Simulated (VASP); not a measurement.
# CsNiN: single point with PBE+U

CsNiN:

```xyz
3
Lattice="5.5370 0.0000 0.0000 -2.7685 4.7952 0.0000 0.0000 0.0000 3.4467" Properties=species:S:1:pos:R:3 pbc="T T T"
Cs    2.7685    1.5984    1.7233
Ni    0.0000    3.1968    0.0000
N     0.0000    3.1968    1.7233
```

| Item | Value |
| --- | --- |
| Program | VASP 6.6.1 |
| Task | single point |
| Functional | PBE |
| Potentials or basis | VASP PAW PBE potentials, release 64 (Cs_sv, Ni, N) |
| Cutoff | 600 eV |
| k mesh | 7 × 7 × 10 |
| Occupations | fermi-dirac, width 0.1 eV |
| Spin | collinear spin, ferromagnetic start |
| Starting moments | [0.0, 1.0, 0.0] μB |
| Hubbard terms | Ni d U = 6.0 eV |

```
Pressure                                              : -1.8 GPa
Band gap on the k mesh                                : zero (filled and empty bands overlap)
Net moment                                            : 0.00 μB per cell
Valence electrons inside the program's atomic spheres : Cs 6.58; Ni 9.79; N 3.59
```

Stress tensor (GPa, compression positive):
```
-0.36  0.00  0.00
 0.00 -0.36  0.00
 0.00  0.00 -4.80
```

Levels at points of the mesh, in eV from the Fermi level:
Spin up:
| k point | band 9 | band 10 | band 11 | band 12 | band 13 | band 14 | band 15 | band 16 |
| --- | --- | --- | --- | --- | --- | --- | --- | --- |
| (0.00, 0.00, 0.00) | -2.03 | -2.03 | -2.03 | -2.03 | -1.77 | 1.79 | 3.30 | 5.03 |
| (0.00, 0.00, 0.50) | -2.47 | -2.47 | -0.99 | 1.35 | 1.35 | 2.99 | 2.99 | 4.58 |
Spin down:
| k point | band 9 | band 10 | band 11 | band 12 | band 13 | band 14 | band 15 | band 16 |
| --- | --- | --- | --- | --- | --- | --- | --- | --- |
| (0.00, 0.00, 0.00) | -2.03 | -2.03 | -2.03 | -2.03 | -1.77 | 1.79 | 3.30 | 5.03 |
| (0.00, 0.00, 0.50) | -2.47 | -2.47 | -0.99 | 1.35 | 1.35 | 2.99 | 2.99 | 4.58 |

Eigenvalues of the final occupation matrices:
```csv
site,spin,trace,eigenvalues
site 2 d,1,4.31,0.75 0.75 0.90 0.95 0.95
site 2 d,2,4.31,0.75 0.75 0.90 0.95 0.95
```

Wall time 2.2 min on 1 thread of Intel(R) Xeon(R) 6975P-C (Granite Rapids), with other jobs on the host, peak memory 0.42 GiB.

Caveat: the moments typed at the start vanished in this run; spin-orbit coupling is left out, which moves the levels of the heavy elements. The state reached can hang on the start; a lower one may exist.
